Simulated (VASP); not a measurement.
Runs of VASP 6.6.1 on BiB. The structure is that of space group Pm-3m (No. 221), or close to it. The cells are those of the table. 

```csv
task,level,cell,cutoff (eV),gap on the mesh (eV),pressure (GPa)
single point,PBE,"a = 3.374 Å, 2 atoms",520,none,0.0
single point,PBE,"a = 3.370 Å, 2 atoms",520,none,0.2
single point,r2SCAN,"a = 3.370 Å, 2 atoms",520,none,(a)
relaxation of cell and atoms,PBE,"relaxed from a = 3.025 Å, 2 atoms",600,-,0.0
```

Alike in all rows: potentials or basis VASP PAW PBE potentials, release 64 (B, Bi_d); no spin polarisation; k mesh 8 × 8 × 8; smearing fermi-dirac 0.02 eV.

Problem. Estimate the missing entries.

Solution. (a) 0.1.

Caveats: spin-orbit coupling is left out, which moves the levels of the heavy elements; the PAW data sets were made with another functional, which shifts forces and pressure a little (some runs); the bands computed are all filled at some k points, so no gap is given (some runs).

A k mesh can miss the band edges, and the runs leave out spin-orbit coupling on Bi.

A gap of «none» marks levels without a gap at the run's occupations.
